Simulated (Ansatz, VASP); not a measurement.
## One calculation of HfMo3, two programs

```
Hf Mo
1.0
     4.11617    0.00000    0.00000
     0.00000    4.11617    0.00000
     0.00000    0.00000    4.11617
Hf Mo
1 3
Direct
  0.00000 0.00000 0.00000
  0.00000 0.50000 0.50000
  0.50000 0.00000 0.50000
  0.50000 0.50000 0.00000
```

Alike in both runs: functional PBE; k mesh 12 × 12 × 12; occupations gaussian, width 0.1 eV; no spin polarisation.

Ansatz relaxed the structure, and its values are those at the end. VASP's run is a single point on that final structure, the one shown.

|  | VASP | Ansatz |
| --- | --- | --- |
| version | VASP 6.6.1 | Ansatz 0.2.0 |
| potentials or method | VASP PAW PBE potentials, release 64 (Hf_pv, Mo_sv), cutoff 520 eV | scalar-relativistic, plane waves, PAW |
| valence electrons in the cell | 52 | 68 |

```csv
,VASP,Ansatz,Ansatz less VASP
gap on the k mesh at the Fermi level (eV),none,none,-
pressure (GPa),-0.1,0.0,+0.09
```

A gap of «none» marks a metal or a gap that the smearing closes. VASP's potentials hold 52 valence electrons a cell and Ansatz's 68, so a difference there can come from the potentials and not from the codes.

Spin-orbit coupling is off throughout.
